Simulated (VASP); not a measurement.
Set up this calculation in VASP 6.6.1, as the native input.

```yaml
Task: single point
Functional: LDA
Potentials_or_basis: VASP PAW LDA potentials, release 64 (Na_pv)
Cutoff: 520 eV
k_mesh: 8 × 8 × 5
Occupations: fermi-dirac, width 0.05 eV
Spin: no spin polarisation
Dipole_correction: no
Further_INCAR_settings: ALGO = Fast; EDIFF = 1e-06; NBANDS = 14
```

The structure of Na lies in POSCAR:

```
Na
1.0
    3.7417173590      0.0000000000      0.0000000000
   -1.8708586795      3.2404222867      0.0000000000
    0.0000000000      0.0000000000      6.1126967421
Na
2
Direct
    0.6666666667      0.3333333333      0.7500000000
    0.3333333333      0.6666666667      0.2500000000
```

The input as run:

INCAR

```
  PREC = Accurate
  ENCUT = 520
  EDIFF = 1E-6
  ISMEAR = -1
  SIGMA = 0.05
  LREAL = False
  LASPH = True
  NELM = 80
  ALGO = Fast
  ISIF = 2
  LWAVE = False
  LCHARG = False
  GGA = CA
  NBANDS = 14
```

KPOINTS

```
Automatic mesh
0
Gamma
  8 8 5
```

Potentials or basis: VASP PAW LDA potentials, release 64 (Na_pv).

Run with:

```console
$ cat potpaw_LDA.64/Na_pv/POTCAR > POTCAR
$ mpirun -np 1 vasp_std > vasp.out
```

It gave:

```
Pressure               : -0.8 GPa
Band gap on the k mesh : zero (band 7 reaches 1.63 eV, above the bottom of band 8 at -1.64 eV)
```

It took 17 s on 1 thread of Intel(R) Xeon(R) Platinum 8375C CPU @ 2.90GHz (Ice Lake) (shared host), peak memory 0.15 GiB.
